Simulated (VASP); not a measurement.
**Ni: single point with HSE06**

Ni:

```
Ni
1.0
     0.00000    1.74322    1.74322
     1.74322    0.00000    1.74322
     1.74322    1.74322    0.00000
Ni
1
Direct
  0.00000 0.00000 0.00000
```

```json
{
  "Program": "VASP 6.6.1",
  "Task": "single point",
  "Functional": "HSE06",
  "Potentials or basis": "VASP PAW PBE potentials, release 64 (Ni)",
  "Cutoff": "520 eV",
  "k mesh": "6 × 6 × 6",
  "Occupations": "fermi-dirac, width 0.1 eV",
  "Spin": "no spin polarisation",
  "Dipole correction": "no",
  "Grid for exact exchange (PRECFOCK)": "Normal",
  "Further INCAR settings": "ALGO = Normal; EDIFF = 1e-06; NBANDS = 11",
  "Share of exact exchange": "0.25",
  "Screening parameter": "0.2079 1/Å"
}
```

The pressure is -2.6 GPa and the band gap on the k mesh is zero (bands 5 and 6 overlap by 2.12 eV).

Levels at points of the mesh, in eV from the Fermi level:
```tsv
k point	band 1	band 2	band 3	band 4	band 5	band 6	band 7	band 8	band 9	band 10
(0.00, 0.00, 0.00)	-9.45	-2.39	-2.39	-2.39	-1.63	-1.63	25.92	30.36	30.36	30.36
(0.50, 0.00, 0.00)	-5.11	-2.72	-2.72	-0.16	-0.16	0.53	7.89	24.33	27.65	27.65
(0.50, 0.50, 0.00)	-5.39	-4.48	-0.73	0.49	0.49	3.66	11.41	17.15	17.15	22.56
```

Wall time 4.2 min on 1 thread of AMD EPYC 7R13 Processor (Zen 3), on a shared host, peak memory 0.19 GiB.

Caveat: the k points lie up to 0.52 Å⁻¹ apart, too coarse for converged energies and pressures of a metal; the PAW data sets were made with another functional, which shifts forces and pressure a little; the run has no spin polarisation, though such a crystal can be magnetic. Spin polarisation is off, so any magnetic state and its effect on volume and gap are missing.
